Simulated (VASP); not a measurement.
# CuO in VASP: settings compared, part 3 of 3

VASP 6.6.1.

## 5. Single point, HSE06

This run uses another cell than the first one, of 12.60 Å³/atom.

Contents of POSCAR:

```
CuO
1.0
    0.0000000000      2.3272527300      2.3272527300
    2.3272527300      0.0000000000      2.3272527300
    2.3272527300      2.3272527300      0.0000000000
Cu O
1 1
Direct
    0.0000000000      0.0000000000      0.0000000000
    0.2500000000      0.2500000000      0.2500000000
```

Contents of INCAR.step1:

```
PREC = Accurate
ENCUT = 520
EDIFF = 1E-5
ISMEAR = -1
SIGMA = 0.05
LREAL = False
LASPH = True
NELM = 100
ALGO = Normal
ISIF = 2
LWAVE = True
LCHARG = False
GGA = PE
NBANDS = 16
```

Contents of INCAR.step2:

```
PREC = Accurate
ENCUT = 520
EDIFF = 1E-6
ISMEAR = -1
SIGMA = 0.05
LREAL = False
LASPH = True
NELM = 100
ALGO = Normal
ISIF = 2
LWAVE = False
LCHARG = False
GGA = PE
LHFCALC = True
HFSCREEN = 0.2079
PRECFOCK = Normal
ISTART = 1
NBANDS = 16
```

Contents of KPOINTS:

```
regular mesh
0
Gamma
  6 6 6
```

Potentials or basis: VASP PAW PBE potentials, release 64 (Cu, O).

Command:

```sh
cat potpaw_PBE.64/Cu/POTCAR potpaw_PBE.64/O/POTCAR > POTCAR
cp INCAR.step1 INCAR
mpirun -np 1 vasp_std > vasp.out
cp INCAR.step2 INCAR
mpirun -np 1 vasp_std > vasp.out
```

OUTCAR:

```text
PREC = Accurate
   ENCUT = 520
   EDIFF = 1E-6
   ISMEAR = -1
   LREAL = False
   LASPH = True
   NELM = 100
   ISIF = 2
   GGA = PE
   LHFCALC = True
   HFSCREEN = 0.2079
   PRECFOCK = Normal
   ISTART = 1

 ion  position               nearest neighbor table
   1  0.000  0.000  0.000-   2 2.02   2 2.02   2 2.02   2 2.02
   2  0.250  0.250  0.250-   1 2.02   1 2.02   1 2.02   1 2.02

  LATTYP: Found a face centered cubic cell.
 ALAT       =     4.6545054600

  Lattice vectors:

 A1 = (   0.0000000000,   2.3272527300,   2.3272527300)
 A2 = (   2.3272527300,   0.0000000000,   2.3272527300)
 A3 = (   2.3272527300,   2.3272527300,   0.0000000000)

Analysis of symmetry for initial positions (statically):
=====================================================================
 Subroutine PRICEL returns:
 Original cell was already a primitive cell.

 Routine SETGRP: Setting up the symmetry group for a
 face centered cubic supercell.

 Subroutine GETGRP returns: Found 24 space group operations
 (whereof 24 operations were pure point group operations)
 out of a pool of 48 trial point group operations.

The static configuration has the point symmetry T_d .

Analysis of symmetry for dynamics (positions and initial velocities):
=====================================================================
 Subroutine PRICEL returns:
 Original cell was already a primitive cell.

 Routine SETGRP: Setting up the symmetry group for a
 face centered cubic supercell.

 Subroutine GETGRP returns: Found 24 space group operations
 (whereof 24 operations were pure point group operations)
 out of a pool of 48 trial point group operations.
[... 110 lines left out ...]
   IMIX   =      1    mixing-type and parameters
     AMIX     =   0.40;   BMIX     =  1.00
     AMIX_MAG =   1.60;   BMIX_MAG =  1.00
  volume/ion in A,a.u.               =      12.60        85.06
  Fermi-wavevector in a.u.,A,eV,Ry     =   1.435614  2.712916 28.041426  2.060987
  Thomas-Fermi vector in A             =   2.554893
   LORBIT       =      0    0 simple, 1 ext, 2 COOP (PROOUT), +10 PAW based schemes
   GGA     = PE    functional components
   LHFCALC =     T    Hartree Fock is set to
   PRECFOCK=normal    Normal, Fast or Accurate (Low or Medium for compatibility)
   ENCUT4O =  -1.0   cutoff for four orbital integrals eV
   NKREDX  =     1    reduce k-point grid by
   NKREDY  =     1    reduce k-point grid by
   NKREDZ  =     1    reduce k-point grid by
   AEXX    =    0.2500 exact exchange contribution
   HFSCREEN=    0.2079 screening length (either q_TF or 0.3 A-1)
   HFSCREENC=   0.2079 screening length for correlation (either q_TF or 0.3 A-1)
   ENCUTFOCK=  -1.0 apply spherical cutoff to Coloumb kernel
   IVDW    =     0    specifies the selected vdW correction
   LEPSILON=     F    determine dielectric tensor
   LRPA    =     F    only Hartree local field effects (RPA)
 non-spin polarized calculation
  energy-cutoff  :      520.00
  volume of cell :       25.21
 maximum number of plane-waves:       700
  NGX = 20; NGY = 20; NGZ = 20

 number of electron      16.9999985 magnetization

 Free energy of the ion-electron system (eV)
  ---------------------------------------------------
  ext. energy  EPLUGINS =         0.00000000
  ---------------------------------------------------
  free energy    TOTEN  =       -10.77561436 eV

  energy without entropy =      -10.74919689  energy(sigma->0) =      -10.76240562

 E-fermi :   2.0589     XC(G=0):  -8.6576

 val. band max:        2.0013737448   @ k =   0.5000   0.0000   0.0000
 cond. band min:       2.0689215949   @ k =  -0.3333   0.1667   0.0000
 fundamental gap:      0.0675478500
 Fermi energy:         2.0589169968

 k-point     1 :       0.0000    0.0000    0.0000
  band No.  band energies     occupation
      1     -17.9871      2.00000
      2      -2.9301      2.00000
      3      -2.9301      2.00000
      4      -2.9301      2.00000
      5      -0.6999      2.00000
      6      -0.6999      2.00000
[... 281 lines left out ...]
      3      -2.4950      2.00000
      4      -2.0794      2.00000
      5      -0.5374      2.00000
      6      -0.3590      2.00000
[... 8 lines left out ...]
     15      26.5021      0.00000
     16      27.0443      0.00000

------------------------ aborting loop because EDIFF is reached ----------------------------------------

  FORCE on cell =-STRESS in cart. coord.  units (eV):
  Direction    XX          YY          ZZ          XY          YZ          ZX
  --------------------------------------------------------------------------------------
  -------------------------------------------------------------------------------------
  Total       -2.0391705     -2.0391705     -2.0391705      0.0000000      0.0000000     -0.0000000
  in kB     -129.5995484   -129.5995484   -129.5995484      0.0000000      0.0000000     -0.0000000
  external PRESSURE =    -129.5995484 kB  Pullay stress =       0.0000000 kB

 VOLUME and BASIS-vectors are now :
 -----------------------------------------------------------------------------
  energy-cutoff  :      520.00
  volume of cell :       25.21
      direct lattice vectors                 reciprocal lattice vectors
     0.000000000  2.327252730  2.327252730    -0.214845596  0.214845596  0.214845596
     2.327252730  0.000000000  2.327252730     0.214845596 -0.214845596  0.214845596
     2.327252730  2.327252730  0.000000000     0.214845596  0.214845596 -0.214845596

 POSITION                                       TOTAL-FORCE (eV/Angst)
 -----------------------------------------------------------------------------------
      0.00000      0.00000      0.00000         0.000000     -0.000000      0.000000
      1.16363      1.16363      1.16363        -0.000000      0.000000     -0.000000
 -----------------------------------------------------------------------------------
    total drift:                               -0.000146     -0.000111     -0.000099

  FREE ENERGIE OF THE ION-ELECTRON SYSTEM (eV)
  ---------------------------------------------------
  free  energy   TOTEN  =       -10.7756143567 eV

  energy  without entropy=      -10.7491968905  energy(sigma->0) =      -10.76240562
```

OSZICAR.step1:

```text
N       E                     dE             d eps       ncg     rms          rms(c)
DAV:   1     0.987647168179E+02    0.98765E+02   -0.79971E+03   528   0.146E+03
DAV:   2    -0.586668948715E+01   -0.10463E+03   -0.91485E+02   536   0.281E+02
DAV:   3    -0.124955467074E+02   -0.66289E+01   -0.62863E+01   632   0.725E+01
DAV:   4    -0.125885532862E+02   -0.93007E-01   -0.92739E-01   592   0.819E+00
DAV:   5    -0.125899325346E+02   -0.13792E-02   -0.13792E-02   688   0.111E+00    0.120E+01
DAV:   6    -0.117173277735E+02    0.87260E+00   -0.21110E+01   624   0.116E+02    0.108E+01
DAV:   7    -0.950897243072E+01    0.22084E+01   -0.74474E+00   656   0.901E+01    0.163E+00
DAV:   8    -0.952378614706E+01   -0.14814E-01   -0.43068E-01   552   0.570E+00    0.108E+00
DAV:   9    -0.950363587656E+01    0.20150E-01   -0.48441E-02   880   0.505E+00    0.504E-01
DAV:  10    -0.950067567886E+01    0.29602E-02   -0.73190E-03   792   0.182E+00    0.250E-01
DAV:  11    -0.950056375575E+01    0.11192E-03   -0.25323E-03   568   0.475E-01    0.475E-02
DAV:  12    -0.950059978131E+01   -0.36026E-04   -0.61742E-05   752   0.133E-01    0.471E-02
DAV:  13    -0.950064365123E+01   -0.43870E-04   -0.77851E-05   712   0.155E-01    0.149E-02
DAV:  14    -0.950064125040E+01    0.24008E-05   -0.30948E-06   352   0.390E-02
   1 F= -.95006413E+01 E0= -.94865253E+01  d E =-.282319E-01
```

Run time: 41 min. Hardware: 1 thread of Intel Xeon 8259CL, shared host; peak memory 0.25 GiB.

Results:

```
Free energy            : -10.7756 eV
Pressure               : -13.0 GPa
Band gap on the k mesh : zero (an odd number of electrons rules out a gap without spin polarisation)
```

Caveat: the k points lie up to 0.39 Å⁻¹ apart, too coarse for converged energies and pressures of a metal; the PAW data sets were made with another functional, which shifts forces and pressure a little; an odd number of electrons without spin polarisation forces a metal; a magnetic or distorted state may lie lower.

## 6. Single point, PBE0

This run uses another cell than the first one, of 12.60 Å³/atom.

POSCAR is that of step 5.

Contents of INCAR.step1:

```
SYSTEM = CuO
PREC = Accurate ; ENCUT = 520
EDIFF = 1E-5 ; ISMEAR = -1
SIGMA = 0.05 ; LREAL = .FALSE.
LASPH = .TRUE. ; NELM = 60
ALGO = Normal ; ISIF = 2
LWAVE = .TRUE. ; LCHARG = .FALSE.
GGA = PE ; NBANDS = 16
```

Contents of INCAR.step2:

```
SYSTEM = CuO
PREC = Accurate ; ENCUT = 520
EDIFF = 1E-7 ; ISMEAR = -1
SIGMA = 0.05 ; LREAL = .FALSE.
LASPH = .TRUE. ; NELM = 60
ALGO = Normal ; ISIF = 2
LWAVE = .FALSE. ; LCHARG = .FALSE.
GGA = PE ; LHFCALC = .TRUE.
AEXX = 0.25 ; PRECFOCK = Normal
ISTART = 1 ; NBANDS = 16
```

Contents of KPOINTS:

```
Automatic mesh
0
G
  6 6 6
  0 0 0
```

Potentials or basis: VASP PAW PBE potentials, release 64 (Cu, O).

Command:

```sh
cat potpaw_PBE.64/Cu/POTCAR potpaw_PBE.64/O/POTCAR > POTCAR
cp INCAR.step1 INCAR
mpirun -np 1 vasp_std > vasp.out
cp INCAR.step2 INCAR
mpirun -np 1 vasp_std > vasp.out
```

OUTCAR:

```text
SYSTEM = CuO
   PREC = Accurate
   ENCUT = 520
   EDIFF = 1E-7
   ISMEAR = -1
   LREAL = .FALSE.
   LASPH = .TRUE.
   NELM = 60
   ISIF = 2
   GGA = PE
   LHFCALC = .TRUE.
   AEXX = 0.25
   PRECFOCK = Normal
   ISTART = 1

 ion  position               nearest neighbor table
   1  0.000  0.000  0.000-   2 2.02   2 2.02   2 2.02   2 2.02
   2  0.250  0.250  0.250-   1 2.02   1 2.02   1 2.02   1 2.02

  LATTYP: Found a face centered cubic cell.
 ALAT       =     4.6545054600

  Lattice vectors:

 A1 = (   0.0000000000,   2.3272527300,   2.3272527300)
 A2 = (   2.3272527300,   0.0000000000,   2.3272527300)
 A3 = (   2.3272527300,   2.3272527300,   0.0000000000)

Analysis of symmetry for initial positions (statically):
=====================================================================
 Subroutine PRICEL returns:
 Original cell was already a primitive cell.

 Routine SETGRP: Setting up the symmetry group for a
 face centered cubic supercell.

 Subroutine GETGRP returns: Found 24 space group operations
 (whereof 24 operations were pure point group operations)
 out of a pool of 48 trial point group operations.

The static configuration has the point symmetry T_d .

Analysis of symmetry for dynamics (positions and initial velocities):
=====================================================================
 Subroutine PRICEL returns:
 Original cell was already a primitive cell.

 Routine SETGRP: Setting up the symmetry group for a
 face centered cubic supercell.

 Subroutine GETGRP returns: Found 24 space group operations
 (whereof 24 operations were pure point group operations)
 out of a pool of 48 trial point group operations.

[... 111 lines left out ...]
     AMIX_MAG =   1.60;   BMIX_MAG =  1.00
  volume/ion in A,a.u.               =      12.60        85.06
  Fermi-wavevector in a.u.,A,eV,Ry     =   1.435614  2.712916 28.041426  2.060987
  Thomas-Fermi vector in A             =   2.554893
   LORBIT       =      0    0 simple, 1 ext, 2 COOP (PROOUT), +10 PAW based schemes
   GGA     = PE    functional components
   LHFCALC =     T    Hartree Fock is set to
   PRECFOCK=normal    Normal, Fast or Accurate (Low or Medium for compatibility)
   ENCUT4O =  -1.0   cutoff for four orbital integrals eV
   NKREDX  =     1    reduce k-point grid by
   NKREDY  =     1    reduce k-point grid by
   NKREDZ  =     1    reduce k-point grid by
   AEXX    =    0.2500 exact exchange contribution
   HFSCREEN=    0.0000 screening length (either q_TF or 0.3 A-1)
   HFSCREENC=   0.0000 screening length for correlation (either q_TF or 0.3 A-1)
   ENCUTFOCK=  -1.0 apply spherical cutoff to Coloumb kernel
   IVDW    =     0    specifies the selected vdW correction
   LEPSILON=     F    determine dielectric tensor
   LRPA    =     F    only Hartree local field effects (RPA)
 non-spin polarized calculation
  energy-cutoff  :      520.00
  volume of cell :       25.21
 maximum number of plane-waves:       700
  NGX = 20; NGY = 20; NGZ = 20

 number of electron      16.9999985 magnetization

 Free energy of the ion-electron system (eV)
  ---------------------------------------------------
  ext. energy  EPLUGINS =         0.00000000
  ---------------------------------------------------
  free energy    TOTEN  =       -11.46711093 eV

  energy without entropy =      -11.46100401  energy(sigma->0) =      -11.46405747

 E-fermi :   2.1067     XC(G=0):  -8.2795

 val. band max:        1.7385526594   @ k =   0.1667   0.0000   0.0000
 cond. band min:       2.1756126372   @ k =  -0.3333   0.1667   0.0000
 fundamental gap:      0.4370599777
 Fermi energy:         2.1067292137

 k-point     1 :       0.0000    0.0000    0.0000
  band No.  band energies     occupation
      1     -18.4277      2.00000
      2      -3.3586      2.00000
      3      -3.3586      2.00000
      4      -3.3586      2.00000
      5      -1.1053      2.00000
      6      -1.1053      2.00000
[... 281 lines left out ...]
      3      -2.9300      2.00000
      4      -2.5129      2.00000
      5      -0.9553      2.00000
      6      -0.7889      2.00000
[... 8 lines left out ...]
     15      26.8731      0.00000
     16      27.4194      0.00000

------------------------ aborting loop because EDIFF is reached ----------------------------------------

  FORCE on cell =-STRESS in cart. coord.  units (eV):
  Direction    XX          YY          ZZ          XY          YZ          ZX
  --------------------------------------------------------------------------------------
  -------------------------------------------------------------------------------------
  Total       -2.0797986     -2.0797986     -2.0797986      0.0000000      0.0000000     -0.0000000
  in kB     -132.1816690   -132.1816690   -132.1816690      0.0000000      0.0000000     -0.0000000
  external PRESSURE =    -132.1816690 kB  Pullay stress =       0.0000000 kB

 VOLUME and BASIS-vectors are now :
 -----------------------------------------------------------------------------
  energy-cutoff  :      520.00
  volume of cell :       25.21
      direct lattice vectors                 reciprocal lattice vectors
     0.000000000  2.327252730  2.327252730    -0.214845596  0.214845596  0.214845596
     2.327252730  0.000000000  2.327252730     0.214845596 -0.214845596  0.214845596
     2.327252730  2.327252730  0.000000000     0.214845596  0.214845596 -0.214845596

 POSITION                                       TOTAL-FORCE (eV/Angst)
 -----------------------------------------------------------------------------------
      0.00000      0.00000      0.00000        -0.000000     -0.000000     -0.000000
      1.16363      1.16363      1.16363         0.000000      0.000000      0.000000
 -----------------------------------------------------------------------------------
    total drift:                               -0.000014     -0.000011     -0.000007

  FREE ENERGIE OF THE ION-ELECTRON SYSTEM (eV)
  ---------------------------------------------------
  free  energy   TOTEN  =       -11.4671109283 eV

  energy  without entropy=      -11.4610040053  energy(sigma->0) =      -11.46405747
```

OUTCAR.step1:

```text
SYSTEM = CuO
   PREC = Accurate
   ENCUT = 520
   EDIFF = 1E-5
   ISMEAR = -1
   LREAL = .FALSE.
[... 514 lines left out ...]
      0.00000      0.00000      0.00000         0.000000     -0.000000     -0.000000
      1.16363      1.16363      1.16363        -0.000000      0.000000      0.000000
 -----------------------------------------------------------------------------------
    total drift:                               -0.000000     -0.000000     -0.000001

  FREE ENERGIE OF THE ION-ELECTRON SYSTEM (eV)
  ---------------------------------------------------
  free  energy   TOTEN  =        -9.5006412504 eV

  energy  without entropy=       -9.4724093201  energy(sigma->0) =       -9.48652529
```

It took 70 min on 1 thread of Intel Xeon 8259CL, shared host; peak memory 0.15 GiB.

What came out:

```
Free energy            : -11.4671 eV
Pressure               : -13.2 GPa
Band gap on the k mesh : zero (an odd number of electrons rules out a gap without spin polarisation)
```

Caveat: the k points lie up to 0.39 Å⁻¹ apart, too coarse for converged energies and pressures of a metal; the PAW data sets were made with another functional, which shifts forces and pressure a little; an odd number of electrons without spin polarisation forces a metal; a magnetic or distorted state may lie lower.

## 7. The runs side by side

```tsv
level	potentials or basis	cell	k mesh	cutoff (eV)	grid for exact exchange (PRECFOCK)	share of exact exchange	screening parameter	gap on the mesh (eV)	pressure (GPa)
BLYP	VASP PAW PBE potentials, release 64 (Cu_sv_GW, O_h)	a = 3.224 Å, angles 60.0°, 2 atoms	10 × 10 × 10	1340	-	-	-	none	1.9
PBE	VASP PAW PBE potentials, release 64 (Cu, O)	a = 3.324, b = 3.324, c = 3.291 Å, angles 60.3, 60.3, 59.3°, 2 atoms	8 × 8 × 8	520	-	-	-	none	-10.8
PBE	VASP PAW PBE potentials, release 64 (Cu, O)	a = 3.358, b = 3.358, c = 3.291 Å, angles 60.7, 60.7, 58.7°, 2 atoms	8 × 8 × 8	520	-	-	-	none	-12.4
HSE06	VASP PAW PBE potentials, release 64 (Cu, O)	a = 3.291 Å, angles 60.0°, 2 atoms	6 × 6 × 6	520	Normal	0.25	0.2079 1/Å	none	-13.0
PBE0	VASP PAW PBE potentials, release 64 (Cu, O)	a = 3.291 Å, angles 60.0°, 2 atoms	6 × 6 × 6	520	Normal	0.25	-	none	-13.2
```

Alike in all rows: task single point; no spin polarisation; smearing fermi-dirac 0.05 eV.

Caveats: some runs use coarse meshes; an odd number of electrons without spin polarisation forces a metal; a magnetic or distorted state may lie lower; the PAW data sets were made with another functional, which shifts forces and pressure a little (at least some runs); semilocal functionals often make such compounds metallic where correlation or magnetic order opens a gap, which also shifts bond lengths (at least some runs); the cell stands under tension (at least some runs).

Total energies depend on the potentials used, so only differences within one code and one set of settings carry meaning.

The gap in the log of VASP goes by the Fermi energy; the results here count the filled bands.